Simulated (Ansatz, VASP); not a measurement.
## GaO in VASP and in Ansatz

```xyz
8
Lattice="3.1051 0.0000 0.0000 -1.5525 2.6891 0.0000 0.0000 0.0000 13.8556" Properties=species:S:1:pos:R:3 pbc="T T T"
Ga    0.0000    1.7927    2.2113
Ga    1.5525    0.8964    9.1391
Ga    0.0000    1.7927    4.7165
Ga    1.5525    0.8964   11.6443
O     0.0000    1.7927    8.4117
O     1.5525    0.8964    1.4840
O     0.0000    1.7927   12.3716
O     1.5525    0.8964    5.4438
```

Alike in both runs: functional PBE; k mesh 12 × 12 × 2; occupations gaussian, width 0.02 eV; no spin polarisation.

Ansatz relaxed the structure, and its values are those at the end. VASP's run is a single point on that final structure, the one shown.

|  | VASP | Ansatz |
| --- | --- | --- |
| version | VASP 6.6.1 | Ansatz 0.2.0 |
| potentials or method | VASP PAW PBE potentials, release 64 (Ga_d, O), cutoff 520 eV | scalar-relativistic, plane waves, PAW |
| valence electrons in the cell | 76 | 76 |

|  | VASP | Ansatz | Ansatz less VASP |
| --- | --- | --- | --- |
| gap on the k mesh at the Fermi level (eV) | 1.18 | 1.20 | +0.020 |
| least direct gap on the mesh (eV) | 1.34 | 1.35 | +0.017 |
| pressure (GPa) | 0.5 | 0.0 | -0.46 |
| rms of the force components (eV/Å) | 0.026 | 0.000 | -0.0260 |

The functional is the same, so the differences come from potentials, cutoffs and numerics.
